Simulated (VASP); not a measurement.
SrC8, 9 atoms in the cell. Symmetry: P6/mmm, No. 191, hexagonal system. Conventional cell: a = 4.987 Å, b = 4.987 Å, c = 4.818 Å, α = 90.00°, β = 90.00°, γ = 120.00°. Within 3.8 Å of Sr (site symmetry 6/mmm) lie 24 C at 2.81 to 3.75 Å. Within 1.9 Å of C (site symmetry -6m2) lie 3 C at 1.43 Å. Within 1.9 Å of C (site symmetry mm2) lie 3 C at 1.43 to 1.44 Å. 

```yaml
Program: VASP 6.6.1
Task: single point
Functional: PBE
Dispersion: D3(BJ)
Potentials_or_basis: VASP PAW PBE potentials, release 64 (Sr_sv, C)
Cutoff: 520 eV
k_mesh: 9 × 9 × 8
Occupations: gaussian, width 0.1 eV
Spin: no spin polarisation
Dipole_correction: no
k_mesh_for_the_DOS: 14 × 14 × 12
Occupations_for_the_DOS: tetrahedron
Further_INCAR_settings: ALGO = Normal; EDIFF = 1e-07
```

Potentials or basis: VASP PAW PBE potentials, release 64 (Sr_sv, C).

Command:

```sh
$ cat potpaw_PBE.64/Sr_sv/POTCAR potpaw_PBE.64/C/POTCAR > POTCAR
$ cp INCAR.step1 INCAR
$ cp KPOINTS.step1 KPOINTS
$ mpirun -np 1 vasp_std > vasp.out
$ cp INCAR.step2 INCAR
$ cp KPOINTS.step2 KPOINTS
$ mpirun -np 1 vasp_std > vasp.out
```

Hardware: 1 thread of Intel(R) Xeon(R) Platinum 8488C (Sapphire Rapids), with other jobs on the host.

How long does it take, and how much memory?

It took 10 min on 1 thread of Intel(R) Xeon(R) Platinum 8488C (Sapphire Rapids), with other jobs on the host, peak memory 0.5 GiB. Counts: k points 168.
